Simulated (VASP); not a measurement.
# BaTiO3 (P4mm) in VASP: notebook, part 2 of 2

VASP 6.6.1. Earlier steps stand in the parts before.

**4. Relaxation of cell and atoms, RPBE**

Contents of INCAR:

```
  PREC = Accurate
  ENCUT = 600
  EDIFF = 1E-6
  ISMEAR = 0
  SIGMA = 0.01
  LREAL = False
  LASPH = True
  NELM = 80
  ALGO = Normal
  ISIF = 3
  LWAVE = False
  LCHARG = False
  GGA = RP
  IBRION = 2
  NSW = 80
  EDIFFG = -0.01
```

Contents of KPOINTS:

```
Automatic mesh
0
Gamma
  6 6 6
```

Contents of POSCAR:

```
BaTiO3
1.0
    3.9998000000      0.0000000000      0.0000000000
    0.0000000000      3.9998000000      0.0000000000
    0.0000000000      0.0000000000      4.0180000000
Ba Ti O
1 1 3
Direct
    0.0000000000      0.0000000000      0.0000000000
    0.5000000000      0.5000000000      0.4900000000
    0.5000000000      0.5000000000      0.0190000000
    0.5000000000      0.0000000000      0.5170000000
    0.0000000000      0.5000000000      0.5170000000
```

Potentials or basis: VASP PAW PBE potentials, release 64 (Ba_sv, Ti_sv, O).

Command:

```
$ cat potpaw_PBE.64/Ba_sv/POTCAR potpaw_PBE.64/Ti_sv/POTCAR potpaw_PBE.64/O/POTCAR > POTCAR
$ mpirun -np 1 vasp_std > vasp.out
```

OUTCAR:

```text
PREC = Accurate
   ENCUT = 600
   EDIFF = 1E-6
   ISMEAR = 0
   LREAL = False
   LASPH = True
   NELM = 80
   ISIF = 3
   GGA = RP
   IBRION = 2
   NSW = 80
   EDIFFG = -0.01

 ion  position               nearest neighbor table
   1  0.000  0.000  0.000-   4 2.79   5 2.79   5 2.79   4 2.79   3 2.83   3 2.83   3 2.83   3 2.83
                             4 2.88   5 2.88   5 2.88   4 2.88   2 3.45   2 3.45   2 3.45   2 3.45
   2  0.500  0.500  0.490-   3 1.89   4 2.00   5 2.00   4 2.00   5 2.00   3 2.13   1 3.45   1 3.45
                             1 3.45   1 3.45   1 3.49   1 3.49   1 3.49   1 3.49
   3  0.500  0.500  0.019-   2 1.89   2 2.13   1 2.83   1 2.83   1 2.83   1 2.83
   4  0.500  0.000  0.517-   2 2.00   2 2.00   1 2.79   1 2.79   1 2.88   1 2.88
   5  0.000  0.500  0.517-   2 2.00   2 2.00   1 2.79   1 2.79   1 2.88   1 2.88

  LATTYP: Found a simple tetragonal cell.
 ALAT       =     3.9998000000
 C/A-ratio  =     1.0045502275

  Lattice vectors:

 A1 = (   3.9998000000,   0.0000000000,   0.0000000000)
 A2 = (   0.0000000000,   3.9998000000,   0.0000000000)
 A3 = (   0.0000000000,   0.0000000000,   4.0180000000)

Analysis of symmetry for initial positions (statically):
=====================================================================
 Subroutine PRICEL returns:
 Original cell was already a primitive cell.

 Routine SETGRP: Setting up the symmetry group for a
 simple tetragonal supercell.

 Subroutine GETGRP returns: Found  8 space group operations
 (whereof  8 operations were pure point group operations)
 out of a pool of 16 trial point group operations.

The static configuration has the point symmetry C_4v.

Analysis of symmetry for dynamics (positions and initial velocities):
=====================================================================
 Subroutine PRICEL returns:
 Original cell was already a primitive cell.

[... 149 lines left out ...]
 maximum number of plane-waves:      2176
 NGX is ok and might be reduce to    32
   NGX = 15   NGY = 15   NGZ = 17

--------------------------------------- Ionic step        1  -------------------------------------------

 number of electron      39.9999999 magnetization

 Free energy of the ion-electron system (eV)
  ---------------------------------------------------
  ext. energy  EPLUGINS =         0.00000000
  ---------------------------------------------------
  free energy    TOTEN  =       -37.87533934 eV

  energy without entropy =      -37.87533934  energy(sigma->0) =      -37.87533934

------------------------ aborting loop because EDIFF is reached ----------------------------------------

  FORCE on cell =-STRESS in cart. coord.  units (eV):
  Direction    XX          YY          ZZ          XY          YZ          ZX
  --------------------------------------------------------------------------------------
  -------------------------------------------------------------------------------------
  Total        3.2203378      3.2203378      3.5808226      0.0000000      0.0000000      0.0000000
  in kB       80.2648728     80.2648728     89.2497285      0.0000000      0.0000000      0.0000000
  external PRESSURE =      83.2598247 kB  Pullay stress =       0.0000000 kB
[... 98 lines left out ...]
  FREE ENERGIE OF THE ION-ELECTRON SYSTEM (eV)
  ---------------------------------------------------
  free  energy   TOTEN  =       -37.9643202038 eV

  energy  without entropy=      -37.9643202038  energy(sigma->0) =      -37.96432020

[... ionic steps 4 to 40 ...]

--------------------------------------- Ionic step       41  -------------------------------------------

 number of electron      39.9999988 magnetization

------------------------ aborting loop because EDIFF is reached ----------------------------------------
[... 73 lines left out ...]
--------------------------------------- Ionic step       43  -------------------------------------------

 number of electron      39.9999988 magnetization

 Free energy of the ion-electron system (eV)
  ---------------------------------------------------
  ext. energy  EPLUGINS =         0.00000000
  ---------------------------------------------------
  free energy    TOTEN  =       -38.04936889 eV

  energy without entropy =      -38.04936889  energy(sigma->0) =      -38.04936889

 E-fermi :   3.6716     XC(G=0): -10.4271

 val. band max:        3.5997584077   @ k =   0.5000   0.5000   0.5000
 cond. band min:       5.3872459482   @ k =   0.0000   0.0000   0.0000
 fundamental gap:      1.7874875404
 Fermi energy:         3.6716380925

 k-point     1 :       0.0000    0.0000    0.0000
  band No.  band energies     occupation
      1     -53.3623      2.00000
      2     -29.6746      2.00000
      3     -29.4628      2.00000
      4     -29.4628      2.00000
      5     -22.0617      2.00000
      6     -13.5349      2.00000
[... 637 lines left out ...]
     23       6.9612      0.00000
     24       8.1123      0.00000

 [... further k-points ...]
[... 5 lines left out ...]
  --------------------------------------------------------------------------------------
  -------------------------------------------------------------------------------------
  Total       -0.0078865     -0.0078865      0.0462260      0.0000000      0.0000000      0.0000000
  in kB       -0.1774983     -0.1774983      1.0403932      0.0000000      0.0000000      0.0000000
  external PRESSURE =       0.2284655 kB  Pullay stress =       0.0000000 kB
[... 20 lines left out ...]
  FREE ENERGIE OF THE ION-ELECTRON SYSTEM (eV)
  ---------------------------------------------------
  free  energy   TOTEN  =       -38.0493688911 eV

  energy  without entropy=      -38.0493688911  energy(sigma->0) =      -38.04936889

 reached required accuracy - stopping structural energy minimisation
```

OSZICAR:

```text
N       E                     dE             d eps       ncg     rms          rms(c)
DAV:   1     0.492812577563E+03    0.49281E+03   -0.23207E+04  1920   0.201E+03
DAV:   2     0.677162002657E+01   -0.48604E+03   -0.47863E+03  2344   0.522E+02
DAV:   3    -0.462155740785E+02   -0.52987E+02   -0.51194E+02  2792   0.157E+02
[... 350 lines left out ...]
DAV:   1    -0.380494703460E+02   -0.11681E-03   -0.70493E-03  2224   0.977E-01    0.862E-02
DAV:   2    -0.380493983404E+02    0.72006E-04   -0.66172E-04  2056   0.220E-01    0.398E-02
DAV:   3    -0.380493743782E+02    0.23962E-04   -0.14942E-04  2760   0.792E-02    0.175E-02
DAV:   4    -0.380493697189E+02    0.46593E-05   -0.35693E-05  3104   0.464E-02    0.116E-02
DAV:   5    -0.380493688911E+02    0.82778E-06   -0.50006E-06  2392   0.195E-02
  43 F= -.38049369E+02 E0= -.38049369E+02  d E =-.254001E-04
```

It took 50 min on 1 thread of AMD EPYC, shared host; peak memory 0.22 GiB.

Results:

```yaml
Free_energy: -38.0494 eV
Relaxed_volume: 14.24 Å³/atom
Relaxed_cell: a = 4.000 Å, b = 4.000 Å, c = 4.450 Å, α = 90.00°, β = 90.00°, γ = 90.00°
Space_group_after_relaxing_to_0.1_Å: P4mm (No. 99)
Energy_gained_by_relaxing: 34.8 meV/atom
Ionic_steps: 43
Pressure_after_relaxing: 0.0 GPa
Largest_force_after_relaxing: 0.004 eV/Å
Band_gap_on_the_k_mesh: 1.79 eV (least direct gap 2.46 eV)
```

Forces in eV/Å, atoms in the order of the input:
```
Ba   0.000  0.000  0.000
Ti   0.000  0.000  0.004
O    0.000  0.000  0.004
O    0.000  0.000 -0.004
O    0.000  0.000 -0.004
```

The path:
| step | energy change (eV) | largest force (eV/Å) | pressure (GPa) | volume (Å³) |
| --- | --- | --- | --- | --- |
| 1 | 0.0000 | 0.2744 | 8.33 | 64.28 |
| 3 | -0.0890 | 0.5350 | -0.28 | 67.83 |
| 5 | -0.1231 | 0.1659 | 0.81 | 68.38 |
| 7 | -0.1442 | 0.4150 | -0.24 | 70.18 |
| 9 | -0.1571 | 0.1964 | -0.98 | 70.37 |
| 11 | -0.1621 | 0.1753 | 0.64 | 69.68 |
| 13 | -0.1690 | 0.2523 | 0.43 | 70.24 |
| 15 | -0.1710 | 0.1149 | -0.32 | 70.66 |
| 17 | -0.1724 | 0.0877 | 0.19 | 70.50 |
| 19 | -0.1730 | 0.0825 | 0.31 | 70.69 |
| 21 | -0.1734 | 0.0516 | -0.14 | 71.07 |
| 23 | -0.1737 | 0.0595 | -0.11 | 71.03 |
| 25 | -0.1738 | 0.0150 | 0.10 | 70.96 |
| 27 | -0.1739 | 0.0367 | 0.02 | 71.09 |
| 29 | -0.1739 | 0.0170 | 0.00 | 71.03 |
| 31 | -0.1739 | 0.0254 | -0.01 | 71.08 |
| 33 | -0.1739 | 0.0350 | -0.12 | 71.10 |
| 35 | -0.1739 | 0.0289 | -0.05 | 71.09 |
| 37 | -0.1740 | 0.0249 | -0.04 | 71.10 |
| 39 | -0.1740 | 0.0237 | 0.01 | 71.12 |
| 41 | -0.1740 | 0.0100 | 0.05 | 71.13 |
| 43 | -0.1740 | 0.0039 | 0.02 | 71.19 |

Final structure:
```cif
data_structure
_symmetry_space_group_name_H-M 'P 1'
_symmetry_Int_Tables_number 1
_cell_length_a 3.9998
_cell_length_b 3.9998
_cell_length_c 4.4496
_cell_angle_alpha 90.000
_cell_angle_beta 90.000
_cell_angle_gamma 90.000
_cell_volume 71.19
loop_
_atom_site_label
_atom_site_type_symbol
_atom_site_fract_x
_atom_site_fract_y
_atom_site_fract_z
_atom_site_occupancy
Ba1 Ba 0.00000 0.00000 0.97481 1
Ti1 Ti 0.50000 0.50000 0.46145 1
O1 O 0.50000 0.50000 0.05812 1
O2 O 0.50000 0.00000 0.52431 1
O3 O 0.00000 0.50000 0.52431 1
```

Levels at points of the mesh, in eV from the valence-band top:
```
           k point  band 17  band 18  band 19  band 20  band 21  band 22  band 23  band 24
(0.00, 0.00, 0.00)    -1.50    -1.47    -0.67    -0.67     1.79     2.71     2.71     3.80
(0.50, 0.00, 0.00)    -2.01    -1.94    -1.80    -1.72     2.72     3.24     3.37     3.93
(0.50, 0.50, 0.00)    -2.34    -1.26    -1.26    -0.04     3.41     3.41     3.47     3.75
(0.00, 0.00, 0.50)    -2.17    -1.96    -0.75    -0.75     1.87     3.28     3.28     3.87
(0.50, 0.00, 0.50)    -2.00    -1.44    -1.26    -0.82     3.29     3.31     3.39     4.53
(0.50, 0.50, 0.50)    -2.81    -0.81    -0.81     0.00     3.62     3.62     3.82     5.28
```

Caveat: the PAW data sets were made with another functional, which shifts forces and pressure a little; spin-orbit coupling is left out, which moves the levels of the heavy elements.

**5. Overview**

| level | gap on the mesh (eV) | pressure (GPa) | relaxed volume (Å³/atom) |
| --- | --- | --- | --- |
| PBE | 1.77 | 0.0 | 13.48 |
| PBE+D3(BJ) | 1.79 | 0.0 | 13.06 |
| RPBE | 1.79 | 0.0 | 14.24 |

Alike in all rows: task relaxation of cell and atoms; potentials or basis VASP PAW PBE potentials, release 64 (Ba_sv, Ti_sv, O); no spin polarisation; cell relaxed; k mesh 6 × 6 × 6; cutoff (eV) 600; smearing gaussian 0.01 eV.

Caveats: spin-orbit coupling is left out, which moves the levels of the heavy elements; the PAW data sets were made with another functional, which shifts forces and pressure a little (at least some runs).

Total energies depend on the potentials used, so only differences within one code and one set of settings carry meaning.
